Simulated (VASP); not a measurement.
# Re (P6_3/mmc) in VASP: settings compared

Aim: see how the results for Re move with the level of theory and the settings. Levels: PBEsol, PBE. Tasks: relaxation of cell and atoms, single point.

Program: VASP 6.6.1. These are calculated values, not measurements. Logs are shortened: lines on timing, memory, paths and dates and some standing lists are left out, and cuts for length are marked.

## 1. The cell of the first run

The structure is hexagonal, space group P6_3/mmc (No. 194). Conventional cell: a = 2.761 Å, b = 2.761 Å, c = 4.458 Å, α = 90.00°, β = 90.00°, γ = 120.00°. Within 3.6 Å of Re (site symmetry -6m2) lie 12 Re at 2.74 to 2.76 Å.

## 2. Relaxation of cell and atoms, PBEsol

Contents of INCAR:

```
SYSTEM = Re
ALGO     = Normal         ! electronic algorithm
EDIFF    = 1E-7           ! SCF threshold, eV
EDIFFG   = -0.01          ! ionic threshold
ENCUT    = 600            ! plane-wave cutoff, eV
GGA      = PS             ! functional
IBRION   = 2              ! ionic algorithm
ISIF     = 3              ! what is computed and relaxed
ISMEAR   = -1             ! smearing method
LASPH    = .True.         ! aspherical terms in the spheres
LCHARG   = .False.        ! write CHGCAR
LREAL    = .False.        ! projectors in reciprocal space
LWAVE    = .False.        ! write WAVECAR
NELM     = 100            ! most SCF steps
NSW      = 60             ! ionic steps
PREC     = Accurate       ! precision mode
SIGMA    = 0.05           ! smearing width, eV
```

Contents of KPOINTS:

```
k-points
0
Gamma
  11 11 6
  0 0 0
```

Contents of POSCAR:

```
Re
1.0
    2.7608000000      0.0000000000      0.0000000000
   -1.3804000000      2.3909229348      0.0000000000
    0.0000000000      0.0000000000      4.4582000000
Re
2
Direct
    0.6666666667      0.3333333333      0.7500000000
    0.3333333333      0.6666666667      0.2500000000
```

Potentials or basis: VASP PAW PBE potentials, release 64 (Re).

Run with:

```console
cat potpaw_PBE.64/Re/POTCAR > POTCAR
mpirun -np 1 vasp_std > vasp.out
```

OUTCAR:

```text
SYSTEM = Re
   EDIFF = 1E-7
   EDIFFG = -0.01
   ENCUT = 600
   GGA = PS
   IBRION = 2
   ISIF = 3
   ISMEAR = -1
   LASPH = .True.
   LREAL = .False.
   NELM = 100
   NSW = 60
   PREC = Accurate

 ion  position               nearest neighbor table
   1  0.667  0.333  0.750-   2 2.74   2 2.74   2 2.74   2 2.74   2 2.74   2 2.74
   2  0.333  0.667  0.250-   1 2.74   1 2.74   1 2.74   1 2.74   1 2.74   1 2.74

  LATTYP: Found a hexagonal cell.
 ALAT       =     2.7608000000
 C/A-ratio  =     1.6148217908

  Lattice vectors:

 A1 = (   2.7608000000,   0.0000000000,   0.0000000000)
 A2 = (  -1.3804000000,   2.3909229348,   0.0000000000)
 A3 = (   0.0000000000,   0.0000000000,   4.4582000000)

Analysis of symmetry for initial positions (statically):
=====================================================================
 Subroutine PRICEL returns:
 Original cell was already a primitive cell.

 Routine SETGRP: Setting up the symmetry group for a
 hexagonal supercell.

 Subroutine GETGRP returns: Found 24 space group operations
 (whereof 12 operations were pure point group operations)
 out of a pool of 24 trial point group operations.

The static configuration has the point symmetry D_3d.
 The point group associated with its full space group is D_6h.

Analysis of symmetry for dynamics (positions and initial velocities):
=====================================================================
 Subroutine PRICEL returns:
 Original cell was already a primitive cell.

 Routine SETGRP: Setting up the symmetry group for a
 hexagonal supercell.

 Subroutine GETGRP returns: Found 24 space group operations
 (whereof 12 operations were pure point group operations)
 out of a pool of 24 trial point group operations.

The dynamic configuration has the point symmetry D_3d.
 The point group associated with its full space group is D_6h.

 Subroutine INISYM returns: Found 24 space group operations
 (whereof 12 operations are pure point group operations),
 and found     1 'primitive' translations

----------------------------------------------------------------------------------------

                                     Primitive cell

  volume of cell :      29.4280

  direct lattice vectors                    reciprocal lattice vectors
     2.760800000  0.000000000  0.000000000     0.362213851  0.209124264  0.000000000
    -1.380400000  2.390922935  0.000000000     0.000000000  0.418248529  0.000000000
     0.000000000  0.000000000  4.458200000     0.000000000  0.000000000  0.224305774

  length of vectors
     2.760800000  2.760800000  4.458200000     0.418248529  0.418248529  0.224305774

  position of ions in fractional coordinates (direct lattice)
     0.666666667  0.333333333  0.750000000
     0.333333333  0.666666667  0.250000000

  ion indices of the primitive-cell ions
   primitive index   ion index
                 1           1
                 2           2

----------------------------------------------------------------------------------------

 KPOINTS: k-points

Automatic generation of k-mesh.
 Grid dimensions read from file:
 generate k-points for:   11   11    6

 Generating k-lattice:

  Cartesian coordinates                     Fractional coordinates (reciprocal lattice)
     0.032928532  0.019011297  0.000000000     0.090909091 -0.000000000  0.000000000
     0.000000000  0.038022594  0.000000000     0.000000000  0.090909091  0.000000000
     0.000000000  0.000000000  0.037384296     0.000000000  0.000000000  0.166666667

  Length of vectors
     0.038022594  0.038022594  0.037384296

  Shift w.r.t. Gamma in fractional coordinates (k-lattice)
     0.000000000  0.000000000  0.000000000

 Subroutine IBZKPT returns following result:
 ===========================================

 Found     64 irreducible k-points:

 Following reciprocal coordinates:
            Coordinates               Weight
  0.000000  0.000000  0.000000      1.000000
  0.090909 -0.000000  0.000000      6.000000
  0.181818 -0.000000  0.000000      6.000000
  0.272727 -0.000000  0.000000      6.000000
  0.363636 -0.000000  0.000000      6.000000
  0.454545 -0.000000  0.000000      6.000000
[... 16 lines left out ...]
  0.090909  0.090909  0.166667     12.000000
  0.181818  0.090909  0.166667     24.000000
 [... further k-points ...]
   k-points           NKPTS =     64   k-points in BZ     NKDIM =     64   number of bands    NBANDS=     11
   number of dos      NEDOS =    301   number of ions     NIONS =      2
   total plane-waves  NPLWV =  20736
   dimension x,y,z NGX =    24 NGY =   24 NGZ =   36
   dimension x,y,z NGXF=    48 NGYF=   48 NGZF=   72
   ions per type =               2
   NGX,Y,Z   is equivalent  to a cutoff of  14.45, 14.45, 13.42 a.u.
   NGXF,Y,Z  is equivalent  to a cutoff of  28.90, 28.90, 26.85 a.u.
 SYSTEM =  Re
   PREC   = accura    normal or accurate (medium, high low for compatibility)
   ISTART =      0    job   : 0-new  1-cont  2-samecut
   ICHARG =      2    charge: 1-file 2-atom 10-const
   ISPIN  =      1    spin polarized calculation?
   LNONCOLLINEAR =      F non collinear calculations
   LSORBIT =      F    spin-orbit coupling
   LASPH  =      T    aspherical Exc in radial PAW
   ENCUT  =  600.0 eV  44.10 Ry    6.64 a.u.   5.51  5.51  8.90*2*pi/ulx,y,z
   NELM   =    100;   NELMIN=  2; NELMDL= -5     # of ELM steps
   EDIFF  = 0.1E-06   stopping-criterion for ELM
   LREAL  =      F    real-space projection
   EDIFFG = -.1E-01   stopping-criterion for IOM
   NSW    =     60    number of steps for IOM
   IBRION =      2    ionic relax: 0-MD 1-quasi-New 2-CG
   NFREE  =      1    steps in history (QN), initial steepest desc. (CG)
   ISIF   =      3    stress and relaxation
   ISYM   =      2    0-nonsym 1-usesym 2-fastsym
   POTIM  = 0.5000    time-step for ionic-motion
   TEBEG  =    0.0;   TEEND  =   0.0 temperature during run
   PSTRESS=    0.0 pullay stress
   NELECT =      14.0000    total number of electrons
   NUPDOWN=      -1.0000    fix difference up-down
   EMIN   =  10.00;   EMAX   =-10.00  energy-range for DOS
   EFERMI =   0.00;   METHOD = LEGACY
   ISMEAR =    -1;   SIGMA  =   0.05  broadening in eV -4-tet -1-fermi 0-gaus
   EFERMI_NEDOS =   21; number of points for ismear=-14 and -15
   IALGO  =     38    algorithm
   IMIX   =      4    mixing-type and parameters
     AMIX     =   0.40;   BMIX     =  1.00
     AMIX_MAG =   1.60;   BMIX_MAG =  1.00
  volume/ion in A,a.u.               =      14.71        99.29
  Fermi-wavevector in a.u.,A,eV,Ry     =   1.278000  2.415070 22.222174  1.633284
  Thomas-Fermi vector in A             =   2.410568
   LORBIT       =      0    0 simple, 1 ext, 2 COOP (PROOUT), +10 PAW based schemes
   GGA     = PS    functional components
   LHFCALC =     F    Hartree Fock is set to
   AEXX    =    0.0000 exact exchange contribution
   IVDW    =     0    specifies the selected vdW correction
   LEPSILON=     F    determine dielectric tensor
   LRPA    =     F    only Hartree local field effects (RPA)
 conjugate gradient relaxation of ions
 non-spin polarized calculation
  energy-cutoff  :      600.00
  volume of cell :       29.43
 maximum number of plane-waves:      1014
 NGX is ok and might be reduce to    24
   NGX = 11   NGY = 11   NGZ = 17

--------------------------------------- Ionic step        1  -------------------------------------------

 number of electron      14.0000000 magnetization

 Free energy of the ion-electron system (eV)
  ---------------------------------------------------
  ext. energy  EPLUGINS =         0.00000000
  ---------------------------------------------------
  free energy    TOTEN  =       -26.73745661 eV

  energy without entropy =      -26.72354881  energy(sigma->0) =      -26.73050271

------------------------ aborting loop because EDIFF is reached ----------------------------------------

  FORCE on cell =-STRESS in cart. coord.  units (eV):
  Direction    XX          YY          ZZ          XY          YZ          ZX
  --------------------------------------------------------------------------------------
  -------------------------------------------------------------------------------------
  Total       -0.7625223     -0.7625223     -0.7593218     -0.0000000      0.0000000      0.0000000
  in kB      -41.5148119    -41.5148119    -41.3405610     -0.0000000      0.0000000      0.0000000
  external PRESSURE =     -41.4567282 kB  Pullay stress =       0.0000000 kB

 VOLUME and BASIS-vectors are now :
 -----------------------------------------------------------------------------
  energy-cutoff  :      600.00
  volume of cell :       29.43
      direct lattice vectors                 reciprocal lattice vectors
     2.760800000  0.000000000  0.000000000     0.362213851  0.209124264  0.000000000
    -1.380400000  2.390922935  0.000000000     0.000000000  0.418248529  0.000000000
     0.000000000  0.000000000  4.458200000     0.000000000  0.000000000  0.224305774
[... 37 lines left out ...]
 POSITION                                       TOTAL-FORCE (eV/Angst)
 -----------------------------------------------------------------------------------
      1.35501      0.78232      3.28241        -0.000000      0.000000      0.000000
     -0.00000      1.56463      1.09414         0.000000     -0.000000      0.000000
 -----------------------------------------------------------------------------------
    total drift:                               -0.000000      0.000000     -0.000000

  FREE ENERGIE OF THE ION-ELECTRON SYSTEM (eV)
  ---------------------------------------------------
  free  energy   TOTEN  =       -26.6655187755 eV

  energy  without entropy=      -26.6535949235  energy(sigma->0) =      -26.65955685

--------------------------------------- Ionic step        3  -------------------------------------------

 number of electron      14.0000000 magnetization

 Free energy of the ion-electron system (eV)
  ---------------------------------------------------
  ext. energy  EPLUGINS =         0.00000000
  ---------------------------------------------------
  free energy    TOTEN  =       -26.74156332 eV

  energy without entropy =      -26.72806081  energy(sigma->0) =      -26.73481206

 E-fermi :   7.8541     XC(G=0): -13.8764

 val. band max:        7.8324324043   @ k =   0.1818  -0.0000   0.1667
 cond. band min:       7.9034987459   @ k =   0.3636   0.1818   0.3333
 fundamental gap:      0.0710663417
 Fermi energy:         7.8540777528

 k-point     1 :       0.0000    0.0000    0.0000
  band No.  band energies     occupation
      1      -2.1239      2.00000
      2       1.1279      2.00000
      3       6.2333      2.00000
      4       6.2333      2.00000
      5       6.2366      2.00000
      6       7.0873      2.00000
      7       7.0873      2.00000
      8       8.0335      0.05382
      9       8.0335      0.05382
     10       8.4818      0.00001
     11      11.2660      0.00000

 k-point     2 :       0.0909   -0.0000    0.0000
  band No.  band energies     occupation
      1      -1.7836      2.00000
      2       1.4452      2.00000
      3       5.5896      2.00000
      4       6.5478      2.00000
      5       6.7344      2.00000
      6       6.8980      2.00000
      7       7.2151      1.99999
      8       7.3844      1.99983
      9       7.7768      1.64860
     10       7.9858      0.13394
     11      11.4386      0.00000
[... 295 lines left out ...]
 k-point    24 :       0.1818    0.0909    0.1667
  band No.  band energies     occupation
      1       0.2222      2.00000
      2       2.8585      2.00000
      3       4.2316      2.00000
      4       4.5763      2.00000
      5       5.8644      2.00000
      6       6.5655      2.00000
      7       7.1856      2.00000
      8       8.1453      0.00589
      9       8.8701      0.00000
     10       9.2700      0.00000
     11      11.6784      0.00000

 [... further k-points ...]
[... 5 lines left out ...]
  --------------------------------------------------------------------------------------
  -------------------------------------------------------------------------------------
  Total       -0.0177733     -0.0177733     -0.0114608     -0.0000000      0.0000000      0.0000000
  in kB       -0.9778012     -0.9778012     -0.6305219     -0.0000000      0.0000000      0.0000000
  external PRESSURE =      -0.8620415 kB  Pullay stress =       0.0000000 kB

 VOLUME and BASIS-vectors are now :
 -----------------------------------------------------------------------------
  energy-cutoff  :      600.00
  volume of cell :       29.12
      direct lattice vectors                 reciprocal lattice vectors
     2.751197865  0.000000000  0.000000000     0.363478037  0.209854143  0.000000000
    -1.375598933  2.382607242 -0.000000000     0.000000000  0.419708285  0.000000000
     0.000000000  0.000000000  4.442759346     0.000000000  0.000000000  0.225085340

 POSITION                                       TOTAL-FORCE (eV/Angst)
 -----------------------------------------------------------------------------------
      1.37560      0.79420      3.33207        -0.000000      0.000000      0.000000
     -0.00000      1.58840      1.11069         0.000000     -0.000000      0.000000
 -----------------------------------------------------------------------------------
    total drift:                               -0.000000      0.000000     -0.000000

  FREE ENERGIE OF THE ION-ELECTRON SYSTEM (eV)
  ---------------------------------------------------
  free  energy   TOTEN  =       -26.7415633171 eV

  energy  without entropy=      -26.7280608127  energy(sigma->0) =      -26.73481206

 reached required accuracy - stopping structural energy minimisation
```

Wall time 87 s (1 thread of Intel Xeon 8259CL, shared host); peak memory 0.15 GiB.

Results:

```yaml
Free_energy: -26.7416 eV
Relaxed_volume: 14.56 Å³/atom
Relaxed_cell: a = 2.751 Å, b = 2.751 Å, c = 4.443 Å, α = 90.00°, β = 90.00°, γ = 120.00°
Space_group_after_relaxing_to_0.1_Å: P6_3/mmc (No. 194)
Energy_gained_by_relaxing: 2.1 meV/atom
Ionic_steps: 3
Pressure_after_relaxing: -0.1 GPa
Band_gap_on_the_k_mesh: zero (bands 7 and 8 overlap by 3.12 eV)
```

Step by step:
```
step  energy change (eV)  largest force (eV/Å)  pressure (GPa)  volume (Å³)
   1              0.0000                0.0000           -4.15        29.43
   2              0.0719                0.0000           19.84        27.84
   3             -0.0041                0.0000           -0.09        29.12
```

Final structure:
```
Re
1.0
     2.75120    0.00000    0.00000
    -1.37560    2.38261    0.00000
     0.00000    0.00000    4.44276
Re
2
Direct
  0.66667 0.33333 0.75000
  0.33333 0.66667 0.25000
```

Caveat: the PAW data sets were made with another functional, which shifts forces and pressure a little; spin-orbit coupling is left out, which moves the levels of the heavy elements.

## 3. Single point, PBE, non-collinear spin, zero start, spin-orbit coupling

Contents of INCAR:

```
SYSTEM = Re
  PREC = Accurate
  ENCUT = 520
  EDIFF = 1E-6
  ISMEAR = -1
  SIGMA = 0.05
  LREAL = .False.
  LASPH = .True.
  NELM = 150
  ALGO = Normal
  ISIF = 2
  LWAVE = .False.
  LCHARG = .True.
  LNONCOLLINEAR = .True.
  MAGMOM = 0 0 0 0 0 0
  LORBIT = 11
  LSORBIT = .True.
  GGA_COMPAT = .False.
  LORBMOM = .True.
  LMAXMIX = 4
  GGA = PE
  LVHAR = .True.
  NBANDS = 26
```

Contents of KPOINTS:

```
Automatic mesh
0
Gamma
  8 8 5
  0 0 0
```

POSCAR is that of step 2.

Potentials or basis: VASP PAW PBE potentials, release 64 (Re).

Run with:

```console
cat potpaw_PBE.64/Re/POTCAR > POTCAR
mpirun -np 1 vasp_ncl > vasp.out
```

OUTCAR:

```text
SYSTEM = Re
   PREC = Accurate
   ENCUT = 520
   EDIFF = 1E-6
   ISMEAR = -1
   LREAL = .False.
   LASPH = .True.
   NELM = 150
   ISIF = 2
   LNONCOLLINEAR = .True.
   LORBIT = 11
   LSORBIT = .True.
   GGA = PE

 ion  position               nearest neighbor table
   1  0.667  0.333  0.750-   2 2.74   2 2.74   2 2.74   2 2.74   2 2.74   2 2.74
   2  0.333  0.667  0.250-   1 2.74   1 2.74   1 2.74   1 2.74   1 2.74   1 2.74

  LATTYP: Found a hexagonal cell.
 ALAT       =     2.7608000000
 C/A-ratio  =     1.6148217908

  Lattice vectors:

 A1 = (   2.7608000000,   0.0000000000,   0.0000000000)
 A2 = (  -1.3804000000,   2.3909229348,   0.0000000000)
 A3 = (   0.0000000000,   0.0000000000,   4.4582000000)

[... 995 lines left out ...]
     0.0000000     0.0000000     0.0000000     0.0000000     0.0000000     0.0000000     0.0000000
     0.0000000     0.0000000     0.0000000     0.0000000     0.0000000     0.0000000     0.0000000
     0.0000000     0.0000000     0.0000000     0.0000000     0.0000000     0.0000000     0.0000000
     0.0000000     0.0000000     0.0000000     0.0000000     0.0000000     0.0000000     0.0000000
     0.0000000     0.0000000     0.0000000     0.0000000     0.0000000     0.0000000     0.0000000
     0.0000000     0.0000000     0.0000000     0.0000000     0.0000000     0.0000000     0.0000000

 total charge

# of ion       s       p       d       tot
------------------------------------------
    1        0.626   0.696   4.815   6.137
    2        0.626   0.696   4.815   6.137
--------------------------------------------------
tot          1.252   1.392   9.630  12.274

 magnetization (x)

# of ion       s       p       d       tot
------------------------------------------
    1        0.000   0.000   0.000   0.000
    2        0.000   0.000   0.000   0.000
--------------------------------------------------
tot          0.000   0.000   0.000   0.000

 magnetization (y)

# of ion       s       p       d       tot
------------------------------------------
    1        0.000   0.000   0.000   0.000
    2        0.000   0.000  -0.000   0.000
--------------------------------------------------
tot          0.000   0.000   0.000   0.000

 magnetization (z)

# of ion       s       p       d       tot
------------------------------------------
    1        0.000   0.000   0.000   0.000
    2        0.000   0.000   0.000   0.000
--------------------------------------------------
tot          0.000   0.000   0.000   0.000
```

stdout:

```text
POSCAR found type information on POSCAR Re
 POSCAR found :  1 types and       2 ions
 scaLAPACK will be used
 LDA part: xc-table for (Slater+PW92), standard interpolation
 POSCAR, INCAR and KPOINTS ok, starting setup
 FFT: planning ... GRIDC
 FFT: planning ... GRID_SOFT
 FFT: planning ... GRID
 WAVECAR not read
 entering main loop
```

It took 1.7 min on 1 thread of Intel Xeon 8259CL, shared host; peak memory 0.22 GiB.

Results:

```
Free energy                                           : -25.5310 eV
Pressure                                              : 6.3 GPa
Net moment                                            : 0.00 μB per cell
Valence electrons inside the program's atomic spheres : Re 6.14
```

Moments on the atoms (μB; x, y, z):
```
Re  0.00 0.00 0.00
Re  0.00 0.00 0.00
```

Caveat: the cell stands under pressure.

The gap in the log of VASP goes by the Fermi energy; the results here count the filled bands.